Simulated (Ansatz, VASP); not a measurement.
# Two plane-wave programs on Ca

```xyz
1
Lattice="3.7557 0.0000 0.0000 -1.8779 3.2526 0.0000 0.0000 0.0000 3.5016" Properties=species:S:1:pos:R:3 pbc="T T T"
Ca    0.0000    0.0000    1.7508
```

Alike in both runs: functional PBE; k mesh 18 × 18 × 16; occupations gaussian, width 0.1 eV; no spin polarisation.

Ansatz relaxed the structure, and its values are those at the end. VASP's run is a single point on that final structure, the one shown.

```csv
,VASP,Ansatz
version,VASP 6.6.1,Ansatz 0.2.0
potentials or method,"VASP PAW PBE potentials, release 64 (Ca_sv), cutoff 520 eV","scalar-relativistic, plane waves, PAW"
valence electrons in the cell,10,10
```

|  | VASP | Ansatz | Ansatz less VASP |
| --- | --- | --- | --- |
| gap on the k mesh at the Fermi level (eV) | none | none | - |
| pressure (GPa) | 0.0 | 0.0 | -0.01 |

A gap of «none» marks a metal or a gap that the smearing closes.
